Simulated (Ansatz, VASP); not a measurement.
# Two plane-wave programs on SrO

```
CELL_PARAMETERS angstrom
0.00000 2.56630 2.56630
2.56630 0.00000 2.56630
2.56630 2.56630 0.00000
ATOMIC_POSITIONS crystal
Sr 0.50000 0.50000 0.50000
O 0.00000 0.00000 0.00000
```

Alike in both runs: task single point; functional B3LYP; k mesh 4 × 4 × 4; no spin polarisation.

|  | VASP | Ansatz |
| --- | --- | --- |
| version | VASP 6.6.1 | Ansatz 0.2.0 |
| potentials or method | VASP PAW PBE potentials, release 64 (Sr_sv, O), cutoff 520 eV | plane waves, PAW |
| occupations | gaussian, width 0.01 eV | fixed |
| valence electrons in the cell | 16 | 16 |

```csv
,VASP,Ansatz,Ansatz less VASP
gap on the k mesh at the Fermi level (eV),5.18,5.21,+0.038
```

VASP's potentials were made for PBE, not for B3LYP.

The k mesh is coarse, so the values compare programs but aren't converged.
